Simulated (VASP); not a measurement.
# TaS2 (P-3m1) in VASP: single point with PBE

Aim: the single point of TaS2 with PBE.

All numbers are computed with VASP 6.6.1; they aren't measurements. Logs are shortened: lines on timing, memory, paths and dates and some standing lists are left out, and cuts for length are marked.

## (1) The cell of the first run

It takes space group P-3m1 (No. 164, trigonal). Conventional cell: a = 3.350 Å, b = 3.350 Å, c = 5.860 Å, α = 90.00°, β = 90.00°, γ = 120.00°. Within 3.2 Å of Ta (site symmetry -3m) lie 6 S at 2.43 Å. Within 3.2 Å of S (site symmetry 3m) lie 3 Ta at 2.43 Å.

## (2) Single point, PBE

Contents of INCAR:

```
SYSTEM = TaS2
PREC = Accurate ; ENCUT = 500
EDIFF = 1E-6 ; ISMEAR = 0
SIGMA = 0.05 ; LREAL = .False.
LASPH = .True. ; NELM = 120
ALGO = Normal ; ISIF = 2
LWAVE = .False. ; LCHARG = .False.
GGA = PE ; NBANDS = 18
GGA_COMPAT = .False.
```

Contents of KPOINTS:

```
regular mesh
0
Gamma
  12 12 6
  0 0 0
```

Contents of POSCAR:

```
TaS2
1.0
    3.3500000000      0.0000000000      0.0000000000
   -1.6750000000      2.9011851027      0.0000000000
    0.0000000000      0.0000000000      5.8600000000
Ta S
1 2
Direct
    0.0000000000      0.0000000000      0.0000000000
    0.3333333333      0.6666666667      0.2500000000
    0.6666666667      0.3333333333      0.7500000000
```

Potentials or basis: VASP PAW PBE potentials, release 64 (Ta_pv, S).

The run is started by

```sh
$ cat potpaw_PBE.64/Ta_pv/POTCAR potpaw_PBE.64/S/POTCAR > POTCAR
$ mpirun -np 1 vasp_std > vasp.out
```

OUTCAR:

```text
SYSTEM = TaS2
   PREC = Accurate
   ENCUT = 500
   EDIFF = 1E-6
   ISMEAR = 0
   LREAL = .False.
   LASPH = .True.
   NELM = 120
   ISIF = 2
   GGA = PE

 ion  position               nearest neighbor table
   1  0.000  0.000  0.000-   2 2.43   3 2.43   3 2.43   2 2.43   3 2.43   2 2.43
   2  0.333  0.667  0.250-   1 2.43   1 2.43   1 2.43
   3  0.667  0.333  0.750-   1 2.43   1 2.43   1 2.43

  LATTYP: Found a hexagonal cell.
 ALAT       =     3.3500000000
 C/A-ratio  =     1.7492537313

  Lattice vectors:

 A1 = (   3.3500000000,   0.0000000000,   0.0000000000)
 A2 = (  -1.6750000000,   2.9011851027,   0.0000000000)
 A3 = (   0.0000000000,   0.0000000000,   5.8600000000)

Analysis of symmetry for initial positions (statically):
=====================================================================
 Subroutine PRICEL returns:
 Original cell was already a primitive cell.

 Routine SETGRP: Setting up the symmetry group for a
 hexagonal supercell.

 Subroutine GETGRP returns: Found 12 space group operations
 (whereof 12 operations were pure point group operations)
 out of a pool of 24 trial point group operations.

The static configuration has the point symmetry D_3d.

Analysis of symmetry for dynamics (positions and initial velocities):
=====================================================================
 Subroutine PRICEL returns:
 Original cell was already a primitive cell.

 Routine SETGRP: Setting up the symmetry group for a
 hexagonal supercell.

 Subroutine GETGRP returns: Found 12 space group operations
 (whereof 12 operations were pure point group operations)
 out of a pool of 24 trial point group operations.

The dynamic configuration has the point symmetry D_3d.

 Subroutine INISYM returns: Found 12 space group operations
 (whereof 12 operations are pure point group operations),
 and found     1 'primitive' translations

----------------------------------------------------------------------------------------

                                     Primitive cell

  volume of cell :      56.9532

  direct lattice vectors                    reciprocal lattice vectors
     3.350000000  0.000000000  0.000000000     0.298507463  0.172343364  0.000000000
    -1.675000000  2.901185103  0.000000000     0.000000000  0.344686728  0.000000000
[... 77 lines left out ...]
 SYSTEM =  TaS2
   PREC   = accura    normal or accurate (medium, high low for compatibility)
   ISTART =      0    job   : 0-new  1-cont  2-samecut
   ICHARG =      2    charge: 1-file 2-atom 10-const
   ISPIN  =      1    spin polarized calculation?
   LNONCOLLINEAR =      F non collinear calculations
   LSORBIT =      F    spin-orbit coupling
   LASPH  =      T    aspherical Exc in radial PAW
   ENCUT  =  500.0 eV  36.75 Ry    6.06 a.u.   6.11  6.11 10.68*2*pi/ulx,y,z
   NELM   =    120;   NELMIN=  2; NELMDL= -5     # of ELM steps
   EDIFF  = 0.1E-05   stopping-criterion for ELM
   LREAL  =      F    real-space projection
   EDIFFG = 0.1E-04   stopping-criterion for IOM
   NSW    =      0    number of steps for IOM
   IBRION =     -1    ionic relax: 0-MD 1-quasi-New 2-CG
   NFREE  =      0    steps in history (QN), initial steepest desc. (CG)
   ISIF   =      2    stress and relaxation
   ISYM   =      2    0-nonsym 1-usesym 2-fastsym
   POTIM  = 0.5000    time-step for ionic-motion
   TEBEG  =    0.0;   TEEND  =   0.0 temperature during run
   PSTRESS=    0.0 pullay stress
   NELECT =      23.0000    total number of electrons
   NUPDOWN=      -1.0000    fix difference up-down
   EMIN   =  10.00;   EMAX   =-10.00  energy-range for DOS
   EFERMI =   0.00;   METHOD = LEGACY
   ISMEAR =     0;   SIGMA  =   0.05  broadening in eV -4-tet -1-fermi 0-gaus
   EFERMI_NEDOS =   21; number of points for ismear=-14 and -15
   IALGO  =     38    algorithm
   IMIX   =      4    mixing-type and parameters
     AMIX     =   0.40;   BMIX     =  1.00
     AMIX_MAG =   1.60;   BMIX_MAG =  1.00
  volume/ion in A,a.u.               =      18.98       128.11
  Fermi-wavevector in a.u.,A,eV,Ry     =   1.210073  2.286706 19.922686  1.464276
  Thomas-Fermi vector in A             =   2.345631
   LORBIT       =      0    0 simple, 1 ext, 2 COOP (PROOUT), +10 PAW based schemes
   GGA     = PE    functional components
   LHFCALC =     F    Hartree Fock is set to
   AEXX    =    0.0000 exact exchange contribution
   IVDW    =     0    specifies the selected vdW correction
   LEPSILON=     F    determine dielectric tensor
   LRPA    =     F    only Hartree local field effects (RPA)
 non-spin polarized calculation
 Gauss-broadening in eV      SIGMA  =   0.05
  energy-cutoff  :      500.00
  volume of cell :       56.95
 maximum number of plane-waves:      1464
   NGX = 13   NGY = 13   NGZ = 21

 number of electron      23.0000003 magnetization

 Free energy of the ion-electron system (eV)
  ---------------------------------------------------
  ext. energy  EPLUGINS =         0.00000000
  ---------------------------------------------------
  free energy    TOTEN  =       -23.01876934 eV

  energy without entropy =      -23.01626068  energy(sigma->0) =      -23.01751501

 E-fermi :   5.6935     XC(G=0): -10.5166

 val. band max:        5.6892014158   @ k =   0.3333   0.1667   0.5000
 cond. band min:       5.7001406761   @ k =   0.0000   0.0000   0.1667
 fundamental gap:      0.0109392603
 Fermi energy:         5.6935092719

 k-point     1 :       0.0000    0.0000    0.0000
  band No.  band energies     occupation
      1     -29.5824      2.00000
      2     -29.5657      2.00000
      3     -29.5657      2.00000
      4      -9.4880      2.00000
      5      -7.4038      2.00000
      6      -1.3266      2.00000
[... 481 lines left out ...]
      5      -7.5072      2.00000
      6      -0.6876      2.00000
[... 10 lines left out ...]
     17      12.3220      0.00000
     18      12.9019      0.00000

 [... further k-points ...]
[... 5 lines left out ...]
  --------------------------------------------------------------------------------------
  -------------------------------------------------------------------------------------
  Total        2.6614798      2.6614798      4.4355401      0.0000000      0.0000000      0.0000000
  in kB       74.8713902     74.8713902    124.7783479      0.0000000      0.0000000      0.0000000
  external PRESSURE =      91.5070427 kB  Pullay stress =       0.0000000 kB

 VOLUME and BASIS-vectors are now :
 -----------------------------------------------------------------------------
  energy-cutoff  :      500.00
  volume of cell :       56.95
      direct lattice vectors                 reciprocal lattice vectors
     3.350000000  0.000000000  0.000000000     0.298507463  0.172343364  0.000000000
    -1.675000000  2.901185103  0.000000000     0.000000000  0.344686728  0.000000000
     0.000000000  0.000000000  5.860000000     0.000000000  0.000000000  0.170648464

 POSITION                                       TOTAL-FORCE (eV/Angst)
 -----------------------------------------------------------------------------------
      0.00000      0.00000      0.00000         0.000000      0.000000      0.000000
     -0.00000      1.93412      1.46500        -0.000000      0.000000      1.244044
      1.67500      0.96706      4.39500        -0.000000     -0.000000     -1.244044
 -----------------------------------------------------------------------------------
    total drift:                               -0.000000      0.000000      0.000000

  FREE ENERGIE OF THE ION-ELECTRON SYSTEM (eV)
  ---------------------------------------------------
  free  energy   TOTEN  =       -23.0187693382 eV

  energy  without entropy=      -23.0162606807  energy(sigma->0) =      -23.01751501
```

Wall time 49 s (1 thread of Intel Xeon Platinum 8375C at 2.90GHz (Ice Lake), shared host); peak memory 0.23 GiB.

What came out:

```
Free energy   : -23.0188 eV
Pressure      : 9.2 GPa
Largest force : 1.244 eV/Å
```

Forces in eV/Å, atoms in the order of the input:
```
Ta   0.000  0.000  0.000
S    0.000  0.000  1.244
S    0.000  0.000 -1.244
```

Caveat: spin-orbit coupling is left out, which moves the levels of the heavy elements; this functional lacks dispersion, which binds the layers, so the pressure and a relaxed spacing across them are unreliable; forces of over 1 eV/Å act on the atoms, so gaps and moduli don't describe the material at rest.
